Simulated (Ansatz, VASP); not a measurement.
# One calculation of AlFe3B, two programs

```
Fe Al B
1.0
     3.82232    0.00000    0.00000
     0.00000    3.82232    0.00000
     0.00000    0.00000    3.82232
Fe Al B
3 1 1
Cartesian
  0.0000 0.0000 1.9112
  0.0000 1.9112 0.0000
  1.9112 0.0000 0.0000
  1.9112 1.9112 1.9112
  0.0000 0.0000 0.0000
```

Alike in both runs: task single point; functional PBEsol; k mesh 7 × 7 × 7; occupations fermi-dirac, width 0.05 eV; collinear spin.

|  | VASP | Ansatz |
| --- | --- | --- |
| version | VASP 6.6.1 | Ansatz 0.2.0 |
| potentials or method | VASP PAW PBE potentials, release 64 (Fe, Al, B) | Ansatz PAW |
| plane-wave cutoff (eV) | 520 | 420 |
| valence electrons in the cell | 30 | 54 |

```csv
,VASP,Ansatz,Ansatz less VASP
gap on the k mesh at the Fermi level (eV),none,none,-
pressure (GPa),-7.1,-7.7,-0.61
net moment per atom (μB),0.82,0.82,0.000
size of the moment on the site where the two differ most (μB),1.47,1.37,-0.096
```

VASP's potentials were made for PBE, not for PBEsol. Site moments also hang on the region over which each program counts them. A gap of «none» marks a metal or a gap that the smearing closes. With one functional, cell and mesh, what is left measures potentials, basis and numerics. VASP's potentials hold 30 valence electrons a cell and Ansatz's 54, so a difference there can come from the potentials and not from the codes.
